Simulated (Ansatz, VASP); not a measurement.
# Two plane-wave programs on GaAs

The input POSCAR:

```
GaAs
1.0
    0.0000000000      2.8268500000      2.8268500000
    2.8268500000      0.0000000000      2.8268500000
    2.8268500000      2.8268500000      0.0000000000
Ga As
1 1
Direct
    0.0000000000      0.0000000000      0.0000000000
    0.2500000000      0.2500000000      0.2500000000
```

INCAR.step1

```
SYSTEM = GaAs
ALGO     = Normal         ! electronic algorithm
EDIFF    = 1E-5           ! SCF threshold, eV
ENCUT    = 400            ! plane-wave cutoff, eV
GGA      = PE             ! functional
GGA_COMPAT= .FALSE.      
ISIF     = 2              ! what is computed and relaxed
ISMEAR   = -1             ! smearing method
LASPH    = .TRUE.         ! aspherical terms in the spheres
LCHARG   = .FALSE.        ! write CHGCAR
LREAL    = .FALSE.        ! projectors in reciprocal space
LWAVE    = .TRUE.         ! write WAVECAR
NBANDS   = 16             ! bands
NELM     = 120            ! most SCF steps
PREC     = Accurate       ! precision mode
SIGMA    = 0.02           ! smearing width, eV
```

INCAR.step2

```
SYSTEM = GaAs
ALGO     = Normal         ! electronic algorithm
EDIFF    = 1E-8           ! SCF threshold, eV
ENCUT    = 400            ! plane-wave cutoff, eV
GGA      = PE             ! functional
GGA_COMPAT= .FALSE.      
HFSCREEN = 0.2079         ! screening, 1/A
ISIF     = 2              ! what is computed and relaxed
ISMEAR   = -1             ! smearing method
ISTART   = 1            
LASPH    = .TRUE.         ! aspherical terms in the spheres
LCHARG   = .FALSE.        ! write CHGCAR
LEFG     = .TRUE.       
LHFCALC  = .TRUE.         ! exact exchange
LREAL    = .FALSE.        ! projectors in reciprocal space
LWAVE    = .FALSE.        ! write WAVECAR
NBANDS   = 16             ! bands
NELM     = 120            ! most SCF steps
PREC     = Accurate       ! precision mode
PRECFOCK = Normal       
SIGMA    = 0.02           ! smearing width, eV
```

KPOINTS

```
k-points
0
G
  5 5 5
  0 0 0
```

Input for Ansatz:

```yaml
crystal:
  lattice:
    - [0.0, 2.82685, 2.82685]
    - [2.82685, 0.0, 2.82685]
    - [2.82685, 2.82685, 0.0]
  atoms:
    - { symbol: Ga, position: [0.0, 0.0, 0.0] }
    - { symbol: As, position: [0.25, 0.25, 0.25] }
kpoints:
  mp_grid: { grid: [5, 5, 5] }
scf:
  occupations: { method: fermi_dirac, width: 0.02 }
hamiltonian:
  xc: hse06
  pseudopotentials: { kind: paw, frozen_core: stored, azcp: { folder: soft_1 } }
output:
  forces: true
  stress: true
  populations: true
  efg:
    quadrupole_moments_barn: { Ga: 0.107, As: 0.311 }
    contact_densities: true
  write_density: true
  write_potential: true
  elf: true
  volumetric_format: npy
```

Alike in both runs: task electric field gradients; functional HSE06; k mesh 5 × 5 × 5; occupations fermi-dirac, width 0.02 eV; no spin polarisation.

|  | VASP | Ansatz |
| --- | --- | --- |
| version | VASP 6.6.1 | Ansatz 0.2.0 |
| potentials or method | VASP PAW PBE potentials, release 64 (Ga_d, As) | plane-wave PAW, scalar-relativistic |
| plane-wave cutoff (eV) | 400 | 420 |
| valence electrons in the cell | 18 | 28 |

```tsv
	VASP	Ansatz	Ansatz less VASP
gap on the k mesh at the Fermi level (eV)	1.43	1.43	+0.001
```

The functional is the same, so the differences come from potentials, cutoffs and numerics. VASP's potentials hold 18 valence electrons a cell and Ansatz's 28, so a difference there can come from the potentials and not from the codes. Ansatz's warnings: stress exchange threshold loose, stress scf threshold loose.
